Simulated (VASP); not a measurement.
# C (I4_1/amd) in VASP: notebook

The runs below take C through single point, with PBE.

Everything below comes from runs of VASP 6.6.1. Logs are shortened: lines on timing, memory, paths and dates and some standing lists are left out, and cuts for length are marked.

## Step 1: The cell of the first run

It takes space group I4_1/amd (No. 141, tetragonal). The conventional cell has a = 2.648 Å, b = 2.648 Å, c = 3.567 Å, α = 90.00°, β = 90.00°, γ = 90.00°. Within 2.1 Å of C (site symmetry -4m2) lie 4 C at 1.60 Å.

## Step 2: Single point, PBE (strain +0.0500 x Voigt [1, 1, 0, 0, 0, 0])

The input, INCAR:

```
SYSTEM = C
PREC = Accurate
ENCUT = 520
EDIFF = 1E-7
ISMEAR = 0
SIGMA = 0.05
LREAL = .False.
LASPH = .True.
NELM = 60
ALGO = Normal
ISIF = 2
LWAVE = .False.
LCHARG = .False.
GGA = PE
NBANDS = 11
```

The input, KPOINTS:

```
Automatic mesh
0
Gamma
  12 12 12
  0 0 0
```

The input, POSCAR:

```
C
1.0
    0.0000000000      1.8725700000      1.7834000000
    1.8725700000      0.0000000000      1.7834000000
    1.8725700000      1.8725700000      0.0000000000
C
2
Direct
    0.5000000000      0.5000000000      0.5000000000
    0.7500000000      0.7500000000      0.7500000000
```

Potentials or basis: VASP PAW PBE potentials, release 64 (C).

The run is started by

```sh
$ cat potpaw_PBE.64/C/POTCAR > POTCAR
$ mpirun -np 1 vasp_std > vasp.out
```

OUTCAR:

```text
SYSTEM = C
   PREC = Accurate
   ENCUT = 520
   EDIFF = 1E-7
   ISMEAR = 0
   LREAL = .False.
   LASPH = .True.
   NELM = 60
   ISIF = 2
   GGA = PE

 ion  position               nearest neighbor table
   1  0.500  0.500  0.500-   2 1.60   2 1.60   2 1.60   2 1.60
   2  0.750  0.750  0.750-   1 1.60   1 1.60   1 1.60   1 1.60

  LATTYP: Found a body centered tetragonal cell.
 ALAT       =     2.6482138905
 C/A-ratio  =     1.3468700594

  Lattice vectors:

 A1 = (   0.0000000000,  -1.8725700000,  -1.7834000000)
 A2 = (   0.0000000000,   1.8725700000,  -1.7834000000)
 A3 = (   1.8725700000,   0.0000000000,   1.7834000000)

Analysis of symmetry for initial positions (statically):
=====================================================================
 Subroutine PRICEL returns:
 Original cell was already a primitive cell.

 Routine SETGRP: Setting up the symmetry group for a
 body centered tetragonal supercell.

 Subroutine GETGRP returns: Found 16 space group operations
 (whereof  8 operations were pure point group operations)
 out of a pool of 16 trial point group operations.

The static configuration has the point symmetry D_2d.
 The point group associated with its full space group is D_4h.

Analysis of symmetry for dynamics (positions and initial velocities):
=====================================================================
 Subroutine PRICEL returns:
 Original cell was already a primitive cell.

 Routine SETGRP: Setting up the symmetry group for a
 body centered tetragonal supercell.

 Subroutine GETGRP returns: Found 16 space group operations
 (whereof  8 operations were pure point group operations)
 out of a pool of 16 trial point group operations.

The dynamic configuration has the point symmetry D_2d.
 The point group associated with its full space group is D_4h.

 Subroutine INISYM returns: Found 16 space group operations
 (whereof  8 operations are pure point group operations),
 and found     1 'primitive' translations

----------------------------------------------------------------------------------------

                                     Primitive cell

  volume of cell :      12.5070

  direct lattice vectors                    reciprocal lattice vectors
     0.000000000  1.872570000  1.783400000    -0.267012715  0.267012715  0.280363351
     1.872570000  0.000000000  1.783400000     0.267012715 -0.267012715  0.280363351
     1.872570000  1.872570000  0.000000000     0.267012715  0.267012715 -0.280363351

  length of vectors
     2.585930000  2.585930000  2.648213890     0.470313926  0.470313926  0.470313926

  position of ions in fractional coordinates (direct lattice)
     0.500000000  0.500000000  0.500000000
     0.750000000  0.750000000  0.750000000

  ion indices of the primitive-cell ions
   primitive index   ion index
                 1           1
                 2           2

----------------------------------------------------------------------------------------

 KPOINTS: Automatic mesh

Automatic generation of k-mesh.
 Grid dimensions read from file:
 generate k-points for:   12   12   12

 Generating k-lattice:

  Cartesian coordinates                     Fractional coordinates (reciprocal lattice)
    -0.022251060  0.022251060  0.023363613     0.083333333  0.000000000  0.000000000
     0.022251060 -0.022251060  0.023363613     0.000000000  0.083333333  0.000000000
     0.022251060  0.022251060 -0.023363613    -0.000000000 -0.000000000  0.083333333

  Length of vectors
     0.039192827  0.039192827  0.039192827

  Shift w.r.t. Gamma in fractional coordinates (k-lattice)
     0.000000000  0.000000000  0.000000000

 Subroutine IBZKPT returns following result:
 ===========================================

 Found    163 irreducible k-points:

 Following reciprocal coordinates:
            Coordinates               Weight
  0.000000  0.000000  0.000000      1.000000
  0.083333 -0.000000  0.000000      8.000000
  0.166667 -0.000000  0.000000      8.000000
  0.250000  0.000000  0.000000      8.000000
  0.333333  0.000000  0.000000      8.000000
  0.416667 -0.000000  0.000000      8.000000
[... 16 lines left out ...]
  0.500000  0.166667  0.000000      8.000000
 -0.416667  0.166667  0.000000      8.000000
 [... further k-points ...]
   k-points           NKPTS =    163   k-points in BZ     NKDIM =    163   number of bands    NBANDS=     11
   number of dos      NEDOS =    301   number of ions     NIONS =      2
   total plane-waves  NPLWV =   8000
   dimension x,y,z NGX =    20 NGY =   20 NGZ =   20
   dimension x,y,z NGXF=    40 NGYF=   40 NGZF=   40
   ions per type =               2
   NGX,Y,Z   is equivalent  to a cutoff of  12.86, 12.86, 12.56 a.u.
   NGXF,Y,Z  is equivalent  to a cutoff of  25.72, 25.72, 25.11 a.u.
 SYSTEM =  C
   PREC   = accura    normal or accurate (medium, high low for compatibility)
   ISTART =      0    job   : 0-new  1-cont  2-samecut
   ICHARG =      2    charge: 1-file 2-atom 10-const
   ISPIN  =      1    spin polarized calculation?
   LNONCOLLINEAR =      F non collinear calculations
   LSORBIT =      F    spin-orbit coupling
   LASPH  =      T    aspherical Exc in radial PAW
   ENCUT  =  520.0 eV  38.22 Ry    6.18 a.u.   4.81  4.81  4.92*2*pi/ulx,y,z
   NELM   =     60;   NELMIN=  2; NELMDL= -5     # of ELM steps
   EDIFF  = 0.1E-06   stopping-criterion for ELM
   LREAL  =      F    real-space projection
   EDIFFG = 0.1E-05   stopping-criterion for IOM
   NSW    =      0    number of steps for IOM
   IBRION =     -1    ionic relax: 0-MD 1-quasi-New 2-CG
   NFREE  =      0    steps in history (QN), initial steepest desc. (CG)
   ISIF   =      2    stress and relaxation
   ISYM   =      2    0-nonsym 1-usesym 2-fastsym
   POTIM  = 0.5000    time-step for ionic-motion
   TEBEG  =    0.0;   TEEND  =   0.0 temperature during run
   PSTRESS=    0.0 pullay stress
   NELECT =       8.0000    total number of electrons
   NUPDOWN=      -1.0000    fix difference up-down
   EMIN   =  10.00;   EMAX   =-10.00  energy-range for DOS
   EFERMI =   0.00;   METHOD = LEGACY
   ISMEAR =     0;   SIGMA  =   0.05  broadening in eV -4-tet -1-fermi 0-gaus
   EFERMI_NEDOS =   21; number of points for ismear=-14 and -15
   IALGO  =     38    algorithm
   IMIX   =      4    mixing-type and parameters
     AMIX     =   0.40;   BMIX     =  1.00
     AMIX_MAG =   1.60;   BMIX_MAG =  1.00
  volume/ion in A,a.u.               =       6.25        42.20
  Fermi-wavevector in a.u.,A,eV,Ry     =   1.410544  2.665541 27.070606  1.989633
  Thomas-Fermi vector in A             =   2.532487
   LORBIT       =      0    0 simple, 1 ext, 2 COOP (PROOUT), +10 PAW based schemes
   GGA     = PE    functional components
   LHFCALC =     F    Hartree Fock is set to
   AEXX    =    0.0000 exact exchange contribution
   IVDW    =     0    specifies the selected vdW correction
   LEPSILON=     F    determine dielectric tensor
   LRPA    =     F    only Hartree local field effects (RPA)
 non-spin polarized calculation
 Gauss-broadening in eV      SIGMA  =   0.05
  energy-cutoff  :      520.00
  volume of cell :       12.51
 maximum number of plane-waves:       346
   NGX =  9   NGY =  9   NGZ =  9

 number of electron       8.0000001 magnetization

 Free energy of the ion-electron system (eV)
  ---------------------------------------------------
  ext. energy  EPLUGINS =         0.00000000
  ---------------------------------------------------
  free energy    TOTEN  =       -18.01307537 eV

  energy without entropy =      -18.01307537  energy(sigma->0) =      -18.01307537

 E-fermi :   9.0783     XC(G=0): -12.7695

 val. band max:        8.8044565316   @ k =   0.0000   0.0000   0.0000
 cond. band min:      11.6089914819   @ k =   0.3333   0.3333   0.0000
 fundamental gap:      2.8045349502
 Fermi energy:         9.0782919574

 k-point     1 :       0.0000    0.0000    0.0000
  band No.  band energies     occupation
      1     -11.8376      2.00000
      2       8.1548      2.00000
      3       8.1548      2.00000
      4       8.8045      2.00000
      5      13.3301      0.00000
      6      13.9062      0.00000
      7      13.9062      0.00000
      8      19.5014      0.00000
      9      26.4893      0.00000
     10      32.6988      0.00000
     11      34.0592      0.00000

 k-point     2 :       0.0833   -0.0000    0.0000
  band No.  band energies     occupation
      1     -11.6577      2.00000
      2       7.1774      2.00000
      3       7.8561      2.00000
      4       8.3716      2.00000
      5      13.7235      0.00000
      6      14.2697      0.00000
      7      14.4927      0.00000
      8      19.7356      0.00000
      9      26.7982      0.00000
     10      31.0606      0.00000
     11      32.1526      0.00000

 k-point     3 :       0.1667   -0.0000    0.0000
  band No.  band energies     occupation
      1     -11.1207      2.00000
      2       4.8679      2.00000
      3       7.1908      2.00000
      4       7.7229      2.00000
      5      14.4786      0.00000
      6      15.0533      0.00000
      7      15.4264      0.00000
      8      20.4314      0.00000
      9      27.4393      0.00000
     10      29.8032      0.00000
     11      30.6812      0.00000

 k-point     4 :       0.2500    0.0000    0.0000
  band No.  band energies     occupation
      1     -10.2363      2.00000
      2       2.2291      2.00000
      3       6.4870      2.00000
      4       7.0964      2.00000
      5      15.0608      0.00000
      6      15.7582      0.00000
      7      16.1804      0.00000
      8      21.4212      0.00000
      9      27.8031      0.00000
     10      29.6407      0.00000
     11      30.2772      0.00000

 k-point     5 :       0.3333    0.0000    0.0000
  band No.  band energies     occupation
      1      -9.0300      2.00000
      2      -0.3582      2.00000
      3       5.9182      2.00000
      4       6.6065      2.00000
      5      15.3115      0.00000
      6      16.1327      0.00000
      7      16.7272      0.00000
      8      22.3681      0.00000
      9      27.9625      0.00000
     10      30.5873      0.00000
     11      30.8397      0.00000
[... 211 lines left out ...]
 k-point    21 :       0.3333    0.1667    0.0000
  band No.  band energies     occupation
      1      -9.1247      2.00000
      2       1.4939      2.00000
      3       4.5685      2.00000
      4       5.5416      2.00000
      5      13.4353      0.00000
      6      18.1173      0.00000
      7      18.4700      0.00000
      8      19.3318      0.00000
      9      28.5147      0.00000
     10      29.1321      0.00000
     11      33.9341      0.00000

 k-point    22 :       0.4167    0.1667    0.0000
  band No.  band energies     occupation
      1      -7.8167      2.00000
      2      -0.8934      2.00000
      3       4.3260      2.00000
      4       4.8349      2.00000
      5      14.0730      0.00000
      6      18.5002      0.00000
      7      18.5606      0.00000
      8      19.9436      0.00000
      9      28.5816      0.00000
     10      29.7148      0.00000
     11      34.3857      0.00000

 k-point    23 :       0.5000    0.1667    0.0000
  band No.  band energies     occupation
      1      -6.4120      2.00000
      2      -2.8899      2.00000
      3       4.2035      2.00000
      4       4.3709      2.00000
      5      14.4503      0.00000
      6      18.3296      0.00000
      7      18.7516      0.00000
      8      21.2022      0.00000
      9      27.6065      0.00000
     10      30.7304      0.00000
     11      33.6427      0.00000

 k-point    24 :      -0.4167    0.1667    0.0000
  band No.  band energies     occupation
      1      -6.2357      2.00000
      2      -3.1147      2.00000
      3       3.7485      2.00000
      4       4.6943      2.00000
      5      14.7841      0.00000
      6      17.9319      0.00000
      7      18.8231      0.00000
      8      22.4348      0.00000
      9      26.6135      0.00000
     10      31.2098      0.00000
     11      31.4574      0.00000

 [... further k-points ...]

------------------------ aborting loop because EDIFF is reached ----------------------------------------

  FORCE on cell =-STRESS in cart. coord.  units (eV):
  Direction    XX          YY          ZZ          XY          YZ          ZX
  --------------------------------------------------------------------------------------
  -------------------------------------------------------------------------------------
  Total       -3.6268876     -3.6268876     -0.6071719      0.0000000      0.0000000      0.0000000
  in kB     -464.6113314   -464.6113314    -77.7798920      0.0000000      0.0000000      0.0000000
  external PRESSURE =    -335.6675182 kB  Pullay stress =       0.0000000 kB

 VOLUME and BASIS-vectors are now :
 -----------------------------------------------------------------------------
  energy-cutoff  :      520.00
  volume of cell :       12.51
      direct lattice vectors                 reciprocal lattice vectors
     0.000000000  1.872570000  1.783400000    -0.267012715  0.267012715  0.280363351
     1.872570000  0.000000000  1.783400000     0.267012715 -0.267012715  0.280363351
     1.872570000  1.872570000  0.000000000     0.267012715  0.267012715 -0.280363351

 POSITION                                       TOTAL-FORCE (eV/Angst)
 -----------------------------------------------------------------------------------
      1.87257      1.87257      1.78340         0.000000      0.000000      0.000000
      2.80886      2.80886      2.67510        -0.000000     -0.000000     -0.000000
 -----------------------------------------------------------------------------------
    total drift:                                0.000000     -0.000000      0.000000

  FREE ENERGIE OF THE ION-ELECTRON SYSTEM (eV)
  ---------------------------------------------------
  free  energy   TOTEN  =       -18.0130753734 eV

  energy  without entropy=      -18.0130753734  energy(sigma->0) =      -18.01307537
```

It took 16 s on 1 thread of AMD EPYC 7R43 (Zen 3), shared host; peak memory 0.09 GiB.

What came out:

```
Free energy            : -18.0131 eV
Pressure               : -33.6 GPa
Band gap on the k mesh : 2.80 eV, indirect (least direct gap 4.53 eV)
```

Caveat: the cell differs from its parent crystal (strain +0.0500 x Voigt [1, 1, 0, 0, 0, 0]). A k mesh can miss the band edges.

## Step 3: Single point, PBE (strain +0.0750 x Voigt [1, 1, 0, 0, 0, 0])

The input, INCAR:

```
SYSTEM = C
PREC = Accurate ; ENCUT = 520
EDIFF = 1E-7 ; ISMEAR = 0
SIGMA = 0.05 ; LREAL = .False.
LASPH = .True. ; NELM = 100
ALGO = Normal ; ISIF = 2
LWAVE = .False. ; LCHARG = .False.
GGA = PE ; NBANDS = 11
```

The input, KPOINTS:

```
regular mesh
0
Gamma
  12 12 12
  0 0 0
```

The input, POSCAR:

```
C
1.0
    0.0000000000      1.9171550000      1.7834000000
    1.9171550000      0.0000000000      1.7834000000
    1.9171550000      1.9171550000      0.0000000000
C
2
Direct
    0.5000000000      0.5000000000      0.5000000000
    0.7500000000      0.7500000000      0.7500000000
```

Potentials or basis: VASP PAW PBE potentials, release 64 (C).

The run is started by

```sh
$ cat potpaw_PBE.64/C/POTCAR > POTCAR
$ mpirun -np 1 vasp_std > vasp.out
```

It took 16 s on 1 thread of AMD EPYC 7R43 (Zen 3), shared host; peak memory 0.09 GiB.

The run converged. Its results:

```yaml
Free_energy: -17.8048 eV
Pressure: -46.3 GPa
Band_gap_on_the_k_mesh: 2.23 eV, indirect (least direct gap 4.08 eV)
```

Stress tensor (GPa, compression positive):
```
-63.88   0.00   0.00
  0.00 -63.88   0.00
  0.00   0.00 -11.00
```

Levels at points of the mesh, in eV from the valence-band top:
```tsv
k point	band 1	band 2	band 3	band 4	band 5	band 6	band 7	band 8
(0.00, 0.00, 0.00)	-20.23	-0.91	-0.91	0.00	4.08	4.91	4.91	9.49
(0.50, 0.00, 0.00)	-15.22	-12.47	-3.58	-2.52	5.66	7.02	8.10	13.71
(0.50, 0.50, 0.00)	-11.76	-11.76	-6.67	-6.67	2.87	2.87	14.30	14.30
(0.50, 0.00, 0.50)	-12.72	-12.72	-5.73	-5.73	4.37	4.37	13.78	13.78
```

Caveat: the cell differs from its parent crystal (strain +0.0750 x Voigt [1, 1, 0, 0, 0, 0]).

[end of part 1 of 2]
